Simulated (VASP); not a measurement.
The system is CdS (Greenockite).

```
Cd S
1.0
     4.27887    0.00000    0.00000
    -2.13943    3.70561    0.00000
     0.00000    0.00000    6.96277
Cd S
2 2
Direct
  0.33333 0.66667 0.99921
  0.66667 0.33333 0.49921
  0.33333 0.66667 0.37579
  0.66667 0.33333 0.87579
```

This cell differs from its parent crystal: volume scaled by 1.06, then relaxed in part.

Base run:

| Item | Value |
| --- | --- |
| Program | VASP 6.6.1 |
| Functional | PBE |
| Potentials or basis | VASP PAW PBE potentials, release 64 (Cd_sv_GW, S) |
| Cutoff | 540 eV |
| k mesh | 9 × 9 × 4 |
| Occupations | gaussian, width 0.02 eV |
| Spin | no spin polarisation |

Its results: band gap on the k mesh 0.97 eV, direct; pressure -3.6 GPa.

Task: The run is repeated on the same cell with these changes: potentials or basis from VASP PAW PBE potentials, release 64 (Cd_sv_GW, S) to VASP PAW PBE potentials, release 64 (Cd, S); cutoff from 540 eV to 520 eV; further incar settings from ALGO = Normal; EDIFF = 1e-06; NBANDS = 34 to ALGO = Normal; EDIFF = 1e-06; NBANDS = 26; valence electrons from 52 to 36. What comes out?

Result: Band gap on the k mesh 0.97 eV, direct; pressure -2.5 GPa.

